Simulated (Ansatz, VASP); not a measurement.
# One calculation of GaAs5, two programs

```
Ga As
1.0
     6.20142    0.00000    0.00000
     0.00000    6.20142    0.00000
     0.00000    0.00000    4.94920
Ga As
1 5
Direct
  0.00000 0.00000 0.00000
  0.30505 0.30505 0.00000
  0.69495 0.69495 0.00000
  0.30505 0.69495 0.00000
  0.69495 0.30505 0.00000
  0.00000 0.00000 0.50000
```

Alike in both runs: task relaxation of cell and atoms; functional PBE; k mesh 6 × 6 × 8; occupations gaussian, width 0.1 eV; no spin polarisation.

|  | VASP | Ansatz |
| --- | --- | --- |
| version | VASP 6.6.1 | Ansatz 0.2.0 |
| potentials or method | VASP PAW PBE potentials, release 64 (Ga_d, As), cutoff 600 eV | scalar-relativistic, plane waves, PAW |
| valence electrons in the cell | 38 | 88 |

```tsv
	VASP	Ansatz	Ansatz less VASP
gap on the k mesh at the Fermi level, each at its own relaxed structure (eV)	none	none	-
relaxed volume (Å³/atom)	32.01	31.96	-0.051
relaxed length of the cell vector where the two differ most in proportion (Å)	4.920	4.918	-0.0029
```

A gap of «none» marks a metal or a gap that the smearing closes. VASP's potentials hold 38 valence electrons a cell and Ansatz's 88, so a difference there can come from the potentials and not from the codes.
